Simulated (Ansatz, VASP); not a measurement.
**P: VASP beside Ansatz**

```
P
1.0
     2.44488    0.00000    0.00000
     0.00000    2.44488    0.00000
     0.00000    0.00000    2.44488
P
1
Direct
  0.50000 0.50000 0.50000
```

Alike in both runs: task relaxation of cell and atoms; functional PBE; k mesh 22 × 22 × 22; occupations gaussian, width 0.1 eV; no spin polarisation.

|  | VASP | Ansatz |
| --- | --- | --- |
| version | VASP 6.6.1 | Ansatz 0.2.0 |
| potentials or method | VASP PAW PBE potentials, release 64 (P), cutoff 600 eV | scalar-relativistic, plane waves, PAW |
| valence electrons in the cell | 5 | 5 |

```tsv
	VASP	Ansatz	Ansatz less VASP
gap on the k mesh at the Fermi level, each at its own relaxed structure (eV)	none	none	-
relaxed volume (Å³/atom)	14.57	14.61	+0.035
relaxed cell length with the largest relative difference (Å)	2.443	2.445	+0.0019
```

A gap of «none» marks a metal or a gap that the smearing closes.
